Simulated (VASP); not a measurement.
Runs of VASP 6.6.1 on Tl. The structure is that of space group Fm-3m (No. 225), or close to it. The cells are those of the table. This isn't the form of Tl at room conditions, which is hcp.

```tsv
task	cell	k mesh	cutoff (eV)	gap on the mesh (eV)	pressure (GPa)
single point	a = 3.713 Å, angles 60.0°, 1 atom	12 × 12 × 12	520	none	(b)
relaxation of cell and atoms	relaxed from a = 3.410 Å, angles 60.0°, 1 atom	11 × 11 × 11	600	none	0.0
single point	a = 3.570 Å, angles 60.0°, 1 atom	12 × 12 × 12	520	none	(a)
single point	a = 3.758 Å, angles 60.0°, 1 atom	12 × 12 × 12	520	none	-1.7
single point	a = 3.468 Å, angles 60.0°, 1 atom	12 × 12 × 12	520	none	3.6
single point	a = 3.520 Å, angles 60.0°, 1 atom	12 × 12 × 12	520	none	2.0
single point	a = 3.667 Å, angles 60.0°, 1 atom	12 × 12 × 12	520	none	-0.7
single point	a = 3.619 Å, angles 60.0°, 1 atom	11 × 11 × 11	520	none	0.0
single point	a = 3.619 Å, angles 60.0°, 1 atom	17 × 17 × 17	520	none	-0.1
single point	a = 3.619 Å, angles 60.0°, 1 atom	12 × 12 × 12	520	none	0.0
```

Alike in all rows: level RPBE; potentials or basis VASP PAW PBE potentials, release 64 (Tl_d); no spin polarisation; smearing fermi-dirac 0.1 eV.

Problem. Estimate the missing entries.

Solution. (a) 0.9; (b) -1.3.

Caveats: the PAW data sets were made with another functional, which shifts forces and pressure a little; spin-orbit coupling is left out, which moves the levels of the heavy elements; the cell stands under pressure (at least some runs).

A k mesh can miss the band edges, and the runs leave out spin-orbit coupling on Tl.

A gap of «none» marks levels without a gap at the run's occupations.
